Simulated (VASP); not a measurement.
The system is Sb2Pt.

```
CELL_PARAMETERS angstrom
6.50656 0.00000 0.00000
0.00000 6.50656 0.00000
0.00000 0.00000 6.50656
ATOMIC_POSITIONS crystal
Sb 0.37555 0.37555 0.37555
Sb 0.12445 0.62445 0.87555
Sb 0.87555 0.12445 0.62445
Sb 0.62445 0.87555 0.12445
Sb 0.62445 0.62445 0.62445
Sb 0.87555 0.37555 0.12445
Sb 0.12445 0.87555 0.37555
Sb 0.37555 0.12445 0.87555
Pt 0.00000 0.00000 0.00000
Pt 0.50000 0.00000 0.50000
Pt 0.50000 0.50000 0.00000
Pt 0.00000 0.50000 0.50000
```

Base run:

| Property | Result |
| --- | --- |
| Program | VASP 6.6.1 |
| Functional | LDA |
| Potentials or basis | VASP PAW LDA potentials, release 64 (Sb, Pt) |
| Cutoff | 520 eV |
| k mesh | 4 × 4 × 4 |
| Occupations | fermi-dirac, width 0.02 eV |
| Spin | no spin polarisation |

Its results: band gap on the k mesh zero (bands 40 and 41 overlap by 0.22 eV); pressure -4.1 GPa; largest force 0.142 eV/Å.

Problem. The run is repeated on the same cell with these changes: functional from LDA to PBE; potentials or basis from VASP PAW LDA potentials, release 64 (Sb, Pt) to VASP PAW PBE potentials, release 64 (Sb, Pt). What comes out?

Solution. Band gap on the k mesh zero (bands 40 and 41 overlap by 0.18 eV); pressure 2.3 GPa; largest force 0.163 eV/Å.

Caveats: spin-orbit coupling is left out, which moves the levels of the heavy elements; the cell stands under tension (at least some runs).
